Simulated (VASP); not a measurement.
AlAs, 2 atoms in the cell. The structure is cubic, space group F-43m (No. 216). Conventional cell: a = 5.661 Å, b = 5.661 Å, c = 5.661 Å, α = 90.00°, β = 90.00°, γ = 90.00°. Within 3.2 Å of Al (site symmetry -43m) lie 4 As at 2.45 Å. As (site symmetry -43m) has 4 Al at 2.45 Å within 3.2 Å. 

- Program: VASP 6.6.1
- Task: single point
- Functional: LDA
- Potentials or basis: VASP PAW LDA potentials, release 64 (Al, As)
- Cutoff: 500 eV
- k mesh: 5 × 5 × 5
- Occupations: gaussian, width 0.01 eV
- Spin: no spin polarisation
- Dipole correction: no
- Further INCAR settings: ALGO = Normal; EDIFF = 1e-06; NBANDS = 11

Potentials or basis: VASP PAW LDA potentials, release 64 (Al, As).

Run with:

```sh
$ cat potpaw_LDA.64/Al/POTCAR potpaw_LDA.64/As/POTCAR > POTCAR
$ mpirun -np 1 vasp_std > vasp.out
```

Hardware: 1 thread of Intel(R) Xeon(R) Platinum 8488C (Sapphire Rapids) (shared host).

Question: How long does it take, and how much memory?

Answer: Run time: 10 s on 1 thread of Intel(R) Xeon(R) Platinum 8488C (Sapphire Rapids), with other jobs on the host, peak memory 0.14 GiB. Counts: scf iterations 12, k points 10.
